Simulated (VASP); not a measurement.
Input of a VASP 6.6.1 run:

Contents of POSCAR:

```
MgTe
1.0
    4.6234120023      0.0000000000      0.0000000000
   -2.3117060012      4.0039922462      0.0000000000
    0.0000000000      0.0000000000      7.5296401521
Mg Te
2 2
Direct
    0.3333333333      0.6666666667     -0.0006080519
    0.6666666667      0.3333333333      0.4993919481
    0.3333333333      0.6666666667      0.3756080519
    0.6666666667      0.3333333333      0.8756080519
```

Contents of INCAR.step1:

```
SYSTEM = MgTe
PREC = Accurate
ENCUT = 520
EDIFF = 1E-5
ISMEAR = 0
SIGMA = 0.01
LREAL = .False.
LASPH = .True.
NELM = 120
ALGO = Normal
ISIF = 2
LWAVE = .True.
LCHARG = .False.
NBANDS = 16
GGA = PE
GGA_COMPAT = .False.
```

The input INCAR.step2:

```
SYSTEM = MgTe
PREC = Accurate
ENCUT = 520
EDIFF = 1E-6
ISMEAR = 0
SIGMA = 0.01
LREAL = .False.
LASPH = .True.
NELM = 120
ALGO = Normal
ISIF = 2
LWAVE = .False.
LCHARG = .False.
GGA = PE
LHFCALC = .True.
HFSCREEN = 0.2079
PRECFOCK = Normal
NBANDS = 16
ISTART = 1
GGA_COMPAT = .False.
```

Contents of KPOINTS:

```
regular mesh
0
Gamma
  6 6 2
  0 0 0
```

Potentials or basis: VASP PAW PBE potentials, release 64 (Mg, Te).

The run is started by

```bash
$ cat potpaw_PBE.64/Mg/POTCAR potpaw_PBE.64/Te/POTCAR > POTCAR
$ cp INCAR.step1 INCAR
$ mpirun -np 1 vasp_std > vasp.out
$ cp INCAR.step2 INCAR
$ mpirun -np 1 vasp_std > vasp.out
```

Estimate the pressure.

-1.3 GPa.

Estimate the band gap on the k mesh.

3.07 eV.

Caveat: the cell differs from its parent crystal (strain +1.0%); the structure was generated, so it needn't be the stable form of MgTe; the PAW data sets were made with another functional, which shifts forces and pressure a little; spin-orbit coupling is left out, which moves the levels of the heavy elements.
